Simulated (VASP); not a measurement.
A run of VASP 6.6.1 is set up as follows.

The input INCAR:

```
SYSTEM = Hf
ALGO     = Fast           ! electronic algorithm
EDIFF    = 1E-6           ! SCF threshold, eV
EDIFFG   = -0.01          ! ionic threshold
ENCUT    = 600            ! plane-wave cutoff, eV
GGA      = PS             ! functional
IBRION   = 2              ! ionic algorithm
ISIF     = 4              ! what is computed and relaxed
ISMEAR   = 0              ! smearing method
LASPH    = .TRUE.         ! aspherical terms in the spheres
LCHARG   = .FALSE.        ! write CHGCAR
LREAL    = .FALSE.        ! projectors in reciprocal space
LWAVE    = .FALSE.        ! write WAVECAR
NELM     = 80             ! most SCF steps
NSW      = 60             ! ionic steps
PREC     = Accurate       ! precision mode
SIGMA    = 0.05           ! smearing width, eV
```

Contents of KPOINTS:

```
k-points
0
G
  18 18 10
  0 0 0
```

POSCAR

```
Hf
1.0
    3.0225940113      0.0000000000      0.0000000000
   -1.5112970057      2.6176431991      0.0000000000
    0.0000000000      0.0000000000      4.8054082541
Hf
2
Direct
    0.3333333333      0.6666666667      0.2500000000
    0.6666666667      0.3333333333      0.7500000000
```

Potentials or basis: VASP PAW PBE potentials, release 64 (Hf_pv).

Run with:

```console
$ cat potpaw_PBE.64/Hf_pv/POTCAR > POTCAR
$ mpirun -np 1 vasp_std > vasp.out
```

(1) Predict the band gap on the k mesh.

## Answers

(1) zero (bands 10 and 11 overlap by 1.53 eV).

Caveat: spin-orbit coupling is left out, which moves the levels of the heavy elements.
